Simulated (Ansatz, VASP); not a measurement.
# One calculation of Be2C, two programs

POSCAR

```
Be2C
1.0
    0.0000000000      2.1604856485      2.1604856485
    2.1604856485      0.0000000000      2.1604856485
    2.1604856485      2.1604856485      0.0000000000
Be C
2 1
Direct
    0.7500000000      0.7500000000      0.7500000000
    0.2500000000      0.2500000000      0.2500000000
    0.0000000000      0.0000000000      0.0000000000
```

The input INCAR.step1:

```
SYSTEM = Be2C
PREC = Accurate
ENCUT = 660
ISMEAR = 0
SIGMA = 0.01
LREAL = .FALSE.
LASPH = .TRUE.
NELM = 120
NBANDS = 11
GGA = PE
ALGO = Normal
EDIFF = 1E-5
LWAVE = .TRUE.
LCHARG = .FALSE.
GGA_COMPAT = .FALSE.
```

INCAR.step2

```
SYSTEM = Be2C
PREC = Accurate
ENCUT = 660
EDIFF = 1E-6
ISMEAR = 0
SIGMA = 0.01
LREAL = .FALSE.
LASPH = .TRUE.
NELM = 120
ALGO = Normal
ISIF = 2
LWAVE = .FALSE.
LCHARG = .TRUE.
METAGGA = R2SCAN
LMIXTAU = .TRUE.
LELF = .TRUE.
LVHAR = .TRUE.
NBANDS = 11
ISTART = 1
GGA_COMPAT = .FALSE.
```

Contents of KPOINTS:

```
regular mesh
0
G
  8 8 8
  0 0 0
```

Input for Ansatz:

```yaml
crystal:
  lattice:
    - [0.0, 2.1604856485, 2.1604856485]
    - [2.1604856485, 0.0, 2.1604856485]
    - [2.1604856485, 2.1604856485, 0.0]
  atoms:
    - { symbol: Be, position: [0.75, 0.75, 0.75] }
    - { symbol: Be, position: [0.25, 0.25, 0.25] }
    - { symbol: C, position: [0.0, 0.0, 0.0] }
kpoints:
  mp_grid: { grid: [8, 8, 8] }
hamiltonian:
  xc: r2scan
scf:
  occupations: { method: fixed }
  n_extra_bands: 4
output:
  forces: true
  stress: true
  eigenvalues: true
```

Alike in both runs: task single point; functional r2SCAN; k mesh 8 × 8 × 8; no spin polarisation.

|  | VASP | Ansatz |
| --- | --- | --- |
| version | VASP 6.6.1 | Ansatz 0.2.0 |
| potentials or method | VASP PAW PBE potentials, release 64 (Be, C) | plane waves, PAW |
| plane-wave cutoff (eV) | 660 | 500 |
| occupations | gaussian, width 0.01 eV | fixed |
| valence electrons in the cell | 8 | 8 |

Ansatz gave:

```
gap on the k mesh at the Fermi level (eV) : 1.53
pressure (GPa)                            : 0.0
```

What did VASP give for the same quantities?

gap on the k mesh at the Fermi level (eV): 1.53; pressure (GPa): 0.8.

VASP's potentials were made for PBE, not for r2SCAN.
